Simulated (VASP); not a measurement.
Here is a VASP 6.6.1 calculation.

Contents of INCAR:

```
SYSTEM = Os
PREC = Accurate
ENCUT = 600
EDIFF = 1E-6
ISMEAR = 0
SIGMA = 0.1
LREAL = .False.
LASPH = .True.
NELM = 120
ALGO = Normal
ISIF = 2
LWAVE = .False.
LCHARG = .False.
GGA = PE
IVDW = 12
NBANDS = 15
GGA_COMPAT = .False.
```

File KPOINTS:

```
Automatic mesh
0
Gamma
  9 9 4
  0 0 0
```

The input POSCAR:

```
Os
1.0
    2.7461342319      0.0000000000      0.0000000000
   -1.3730671160      2.3782220071      0.0000000000
    0.0000000000      0.0000000000      4.3263142200
Os
2
Direct
    0.3333333300      0.6666666700      0.2500000000
    0.6666666700      0.3333333300      0.7500000000
```

Potentials or basis: VASP PAW PBE potentials, release 64 (Os).

The run is started by

```sh
$ cat potpaw_PBE.64/Os/POTCAR > POTCAR
$ mpirun -np 1 vasp_std > vasp.out
```

(1) Predict the band gap on the k mesh.

(2) Predict the pressure.

(3) Predict the dispersion energy per atom.

Results:

(1) zero (band 8 reaches 11.30 eV, above the bottom of band 9 at 7.53 eV).

(2) -3.3 GPa.

(3) -0.648 eV.

Caveat: the k points lie up to 0.36 Å⁻¹ apart; spin-orbit coupling is left out, which moves the levels of the heavy elements; pairwise dispersion overbinds metals, which lowers pressure and volume.
